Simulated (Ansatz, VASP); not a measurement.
Sb: VASP beside Ansatz

INCAR

```
ALGO = Normal
EDIFF = 1E-6
ENCUT = 520
GGA = CA
ISIF = 2
ISMEAR = -1
LASPH = T
LCHARG = T
LELF = T
LREAL = F
LVHAR = T
LWAVE = F
NBANDS = 18
NELM = 80
PREC = Accurate
SIGMA = 0.05
```

KPOINTS

```
k-points
0
Gamma
  7 7 7
```

File POSCAR:

```
Sb
1.0
   -4.0029627780      4.0029627780      2.0118924237
    4.0029627780     -4.0029627780      2.0118924237
    4.0029627780      4.0029627780     -2.0118924237
Sb
4
Direct
    0.6512630600      0.1512630600      0.8025261200
    0.1512630600      0.3487369400      0.5000000000
    0.3487369400      0.8487369400      0.1974738800
    0.8487369400      0.6512630600      0.5000000000
```

Contents of input.yaml:

```yaml
crystal:
  lattice:
    - [-4.002962778, 4.002962778, 2.0118924237]
    - [4.002962778, -4.002962778, 2.0118924237]
    - [4.002962778, 4.002962778, -2.0118924237]
  atoms:
    - { symbol: Sb, position: [0.65126306, 0.15126306, 0.80252612] }
    - { symbol: Sb, position: [0.15126306, 0.34873694, 0.5] }
    - { symbol: Sb, position: [0.34873694, 0.84873694, 0.19747388] }
    - { symbol: Sb, position: [0.84873694, 0.65126306, 0.5] }
hamiltonian:
  xc: lda
  pseudopotentials: { kind: paw }
kpoints:
  mp_grid: { grid: [7, 7, 7] }
scf:
  occupations: { method: fermi_dirac, width: 0.05 }
output:
  forces: true
  stress: true
  eigenvalues: true
  write_density: true
  write_potential: true
  elf: true
  volumetric_format: npy
```

Alike in both runs: task single point; functional LDA; k mesh 7 × 7 × 7; occupations fermi-dirac, width 0.05 eV; no spin polarisation.

|  | VASP | Ansatz |
| --- | --- | --- |
| version | VASP 6.6.1 | Ansatz 0.2.0 |
| potentials or method | VASP PAW LDA potentials, release 64 (Sb) | Ansatz PAW |
| plane-wave cutoff (eV) | 520 | 420 |
| valence electrons in the cell | 20 | 60 |

|  | VASP | Ansatz | Ansatz less VASP |
| --- | --- | --- | --- |
| gap on the k mesh at the Fermi level (eV) | none | none | - |
| pressure (GPa) | -0.6 | -0.8 | -0.15 |
| traceless stress, the component that is largest in VASP (GPa) | 0.19 | 0.14 | -0.051 |
| rms of the force components (eV/Å) | 0.008 | 0.006 | -0.0015 |

LDA's correlation is that of Perdew and Zunger in VASP and of Perdew and Wang (1992) in Ansatz. Atom by atom the forces differ by 0.002 eV/Å (rms over components). A gap of «none» marks a metal or a gap that the smearing closes. VASP's potentials hold 20 valence electrons a cell and Ansatz's 60, so a difference there can come from the potentials and not from the codes.

Spin-orbit coupling is off throughout.
